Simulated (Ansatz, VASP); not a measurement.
## Two plane-wave programs on Ge5P

```xyz
6
Lattice="5.0667 0.0000 0.0000 -2.5334 4.3879 0.0000 0.0000 0.0000 4.9981" Properties=species:S:1:pos:R:3 pbc="T T T"
Ge    3.4016    0.0000    0.0000
Ge   -1.7008    2.9458    0.0000
Ge    0.8326    1.4421    0.0000
Ge    0.0000    2.9253    2.4990
Ge    2.5334    1.4626    2.4990
P     0.0000    0.0000    2.4990
```

Change from the starting cell: species swapped into the Sr5Mg type (P-62m, No. 189).

Alike in both runs: functional PBE; k mesh 3 × 3 × 4; occupations gaussian, width 0.1 eV; no spin polarisation.

Ansatz relaxed the structure, and its values are those at the end. VASP's run is a single point on that final structure, the one shown.

```csv
,VASP,Ansatz
version,VASP 6.6.1,Ansatz 0.2.0
potentials or method,"VASP PAW PBE potentials, release 64 (Ge_d, P), cutoff 520 eV","scalar-relativistic, plane waves, PAW"
valence electrons in the cell,75,75
```

|  | VASP | Ansatz | Ansatz less VASP |
| --- | --- | --- | --- |
| gap on the k mesh at the Fermi level (eV) | none | none | - |
| pressure (GPa) | -0.1 | -0.2 | -0.03 |
| rms of the force components (eV/Å) | 0.010 | 0.010 | +0.0002 |

A gap of «none» marks a metal or a gap that the smearing closes.

The k mesh is coarse, so the values compare programs but aren't converged.
